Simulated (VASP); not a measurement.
KBr, 2 atoms in the cell. It takes space group I4/mmm (No. 139, tetragonal). Conventional cell: a = 5.002 Å, b = 5.002 Å, c = 6.550 Å, α = 90.00°, β = 90.00°, γ = 90.00°. K (site symmetry 4/mmm) has 6 Br at 3.27 to 3.54 Å within 4.3 Å. Within 4.3 Å of Br (site symmetry 4/mmm) lie 6 K at 3.27 to 3.54 Å.  This cell differs from its parent crystal: strain +0.080 along x and y, +0.000 along z.

```yaml
Program: VASP 6.6.1
Task: single point
Functional: PBEsol
Potentials_or_basis: VASP PAW PBE potentials, release 64 (K_sv, Br)
Cutoff: 520 eV
k_mesh: 6 × 6 × 6
Occupations: gaussian, width 0.05 eV
Spin: no spin polarisation
Dipole_correction: no
Further_INCAR_settings: ALGO = Normal; EDIFF = 1e-07; NBANDS = 15
```

Potentials or basis: VASP PAW PBE potentials, release 64 (K_sv, Br).

Command:

```console
$ cat potpaw_PBE.64/K_sv/POTCAR potpaw_PBE.64/Br/POTCAR > POTCAR
$ mpirun -np 1 vasp_std > vasp.out
```

Hardware: 1 thread of Intel(R) Xeon(R) 6975P-C (Granite Rapids), on a shared host.

Problem. How long does it take, and how much memory?

Solution. It took 26 s on 1 thread of Intel(R) Xeon(R) 6975P-C (Granite Rapids) (shared host), peak memory 0.22 GiB. Counts: scf iterations 15, k points 30.
